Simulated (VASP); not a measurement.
Here is a VASP 6.6.1 calculation.

The input INCAR:

```
SYSTEM = HfO2
PREC = Accurate
ENCUT = 520
EDIFF = 1E-6
ISMEAR = -1
SIGMA = 0.05
LREAL = .FALSE.
LASPH = .TRUE.
NELM = 80
ALGO = Normal
ISIF = 2
LWAVE = .FALSE.
LCHARG = .FALSE.
GGA = RP
IVDW = 13
NBANDS = 18
```

Contents of KPOINTS:

```
regular mesh
0
G
  9 9 9
  0 0 0
```

The input POSCAR:

```
HfO2
1.0
    0.0000000000      2.5409775422      2.5409775422
    2.5409775422      0.0000000000      2.5409775422
    2.5409775422      2.5409775422      0.0000000000
Hf O
1 2
Direct
    0.0000000000      0.0000000000      0.0000000000
    0.7500000000      0.7500000000      0.7500000000
    0.2500000000      0.2500000000      0.2500000000
```

Potentials or basis: VASP PAW PBE potentials, release 64 (Hf_pv, O).

Launch:

```sh
$ cat potpaw_PBE.64/Hf_pv/POTCAR potpaw_PBE.64/O/POTCAR > POTCAR
$ mpirun -np 1 vasp_std > vasp.out
```

(1) Predict the dispersion energy per atom.

(2) What does it give for the band gap on the k mesh?

(3) Predict the pressure.

Answers

(1) -0.400 eV.

(2) 3.99 eV (least direct gap 4.11 eV).

(3) -3.9 GPa.

Caveat: the cell stands under tension; the PAW data sets were made with another functional, which shifts forces and pressure a little; spin-orbit coupling is left out, which moves the levels of the heavy elements; an odd mesh through Γ misses points on the zone boundary, where band edges can lie.
